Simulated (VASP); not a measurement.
Here is a VASP 6.6.1 calculation.

The input INCAR:

```
SYSTEM = BaTiO3
ALGO = Normal
EDIFF = 1E-6
ENCUT = 520
GGA = PE
ISIF = 2
ISMEAR = -1
IVDW = 12
LASPH = .True.
LCHARG = .False.
LREAL = .False.
LWAVE = .False.
NBANDS = 51
NELM = 100
PREC = Accurate
SIGMA = 0.05
```

The input KPOINTS:

```
k-points
0
Gamma
  7 7 4
  0 0 0
```

POSCAR

```
BaTiO3
1.0
    3.9911692535      0.0027617280     -0.0000108427
    0.0027617280      3.9915589190      0.0000083459
   -0.0000217840      0.0000167677      8.1314251182
Ba Ti O
2 2 6
Direct
    0.9977603526     -0.0022551876     -0.0023980096
    0.0022523068      1.0022598891      0.4976033568
    0.4870384915      0.4869302061      0.2397685922
    0.5129882111      0.5130436079      0.7397666952
    0.4997148495      0.4997134437      0.0125616550
    0.5002805453      0.5002915905      0.5125600152
    0.5062444470      0.0097086834      0.2570319634
    0.4937388014      0.9903076667      0.7570338141
    0.0096270669      0.5062916998      0.2570346056
    0.9903549279      0.4937084003      0.7570373121
```

Potentials or basis: VASP PAW PBE potentials, release 64 (Ba_sv, Ti_sv, O).

Run with:

```sh
$ cat potpaw_PBE.64/Ba_sv/POTCAR potpaw_PBE.64/Ti_sv/POTCAR potpaw_PBE.64/O/POTCAR > POTCAR
$ mpirun -np 1 vasp_std > vasp.out
```

Q: Estimate the pressure.

A: 1.8 GPa.

Q: Predict the largest force.

A: 0.072 eV/Å.

Q: What does it give for the band gap on the k mesh?

A: 2.23 eV.

Q: What does it give for the dispersion energy per atom?

A: -0.262 eV.

Forces on the atoms (eV/Å):
```
Ba   0.003  0.003  0.032
Ba  -0.003 -0.003  0.031
Ti   0.030  0.030  0.057
Ti  -0.030 -0.030  0.058
O   -0.001 -0.001 -0.059
O    0.001  0.001 -0.059
O   -0.004 -0.032 -0.015
O    0.005  0.032 -0.015
O   -0.032 -0.004 -0.015
O    0.032  0.004 -0.015
```

Caveat: spin-orbit coupling is left out, which moves the levels of the heavy elements; an odd mesh through Γ misses points on the zone boundary, where band edges can lie.
